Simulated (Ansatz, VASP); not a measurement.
# One calculation of Pt, two programs

INCAR

```
SYSTEM = Pt
ALGO     = Fast           ! electronic algorithm
EDIFF    = 1E-7           ! SCF threshold, eV
ENCUT    = 520            ! plane-wave cutoff, eV
GGA      = PS             ! functional
ISIF     = 2              ! what is computed and relaxed
ISMEAR   = 0              ! smearing method
LASPH    = .TRUE.         ! aspherical terms in the spheres
LCHARG   = .FALSE.        ! write CHGCAR
LREAL    = .FALSE.        ! projectors in reciprocal space
LWAVE    = .FALSE.        ! write WAVECAR
NBANDS   = 11             ! bands
NELM     = 100            ! most SCF steps
PREC     = Accurate       ! precision mode
SIGMA    = 0.15           ! smearing width, eV
```

File KPOINTS:

```
k-points
0
G
  22 22 22
  0 0 0
```

POSCAR

```
Pt
1.0
   -1.5921411000      1.5921411000      1.5842200000
    1.5921411000     -1.5921411000      1.5842200000
    1.5762989000      1.5762989000     -1.5842200000
Pt
1
Direct
    0.0000000000      0.0000000000      0.0000000000
```

Input for Ansatz:

```yaml
crystal:
  lattice:
    - [-1.5921411, 1.5921411, 1.58422]
    - [1.5921411, -1.5921411, 1.58422]
    - [1.5762989, 1.5762989, -1.58422]
  atoms:
    - { symbol: Pt, position: [0.0, 0.0, 0.0] }
basis:
  ecutwfc: 420
kpoints:
  mp_grid: { grid: [22, 22, 22] }
hamiltonian:
  xc: pbesol
scf:
  occupations: { method: gaussian, width: 0.15 }
output:
  forces: true
  stress: true
  eigenvalues: true
```

Change from the starting cell: strain -0.0100 x Voigt [0, 0, 0, 0, 0, 1], atoms carried along.

Alike in both runs: task single point; functional PBEsol; k mesh 22 × 22 × 22; occupations gaussian, width 0.15 eV; no spin polarisation.

|  | VASP | Ansatz |
| --- | --- | --- |
| version | VASP 6.6.1 | Ansatz 0.2.0 |
| potentials or method | VASP PAW PBE potentials, release 64 (Pt), cutoff 520 eV | scalar-relativistic, plane waves, PAW |
| valence electrons in the cell | 10 | 18 |

VASP gave:

```
gap on the k mesh at the Fermi level (eV)                     : none
pressure (GPa)                                                : -11.2
traceless stress, the component that is largest in VASP (GPa) : 1.44
```

Problem. Estimate Ansatz's values.

Solution. gap on the k mesh at the Fermi level (eV): none; pressure (GPa): -10.9; traceless stress, the component that is largest in VASP (GPa): 1.45.

VASP's potentials were made for PBE, not for PBEsol. A gap of «none» marks a metal or a gap that the smearing closes. VASP's potentials hold 10 valence electrons a cell and Ansatz's 18, so a difference there can come from the potentials and not from the codes.

Spin-orbit coupling is off throughout.
